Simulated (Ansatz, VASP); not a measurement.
**One calculation of K, two programs**

```
CELL_PARAMETERS angstrom
3.79520 0.00000 0.00000
-1.89760 3.28674 0.00000
0.00000 0.00000 6.14822
ATOMIC_POSITIONS crystal
K 0.33333 0.66667 0.25000
K 0.66667 0.33333 0.75000
```

Change from the starting cell: volume scaled by 0.52, LAPW.

Alike in both runs: task single point; functional PBE; k mesh 10 × 10 × 6; occupations fermi-dirac, width 0.08 eV; no spin polarisation.

|  | VASP | Ansatz |
| --- | --- | --- |
| version | VASP 6.6.1 | Ansatz 0.2.0 |
| potentials or method | VASP PAW PBE potentials, release 64 (K_sv), cutoff 520 eV | all-electron LAPW, scalar-relativistic |

```csv
,VASP,Ansatz,Ansatz less VASP
pressure (GPa),7.9,7.9,+0.01
```

Ansatz ran all-electron here, and VASP with PAW potentials.
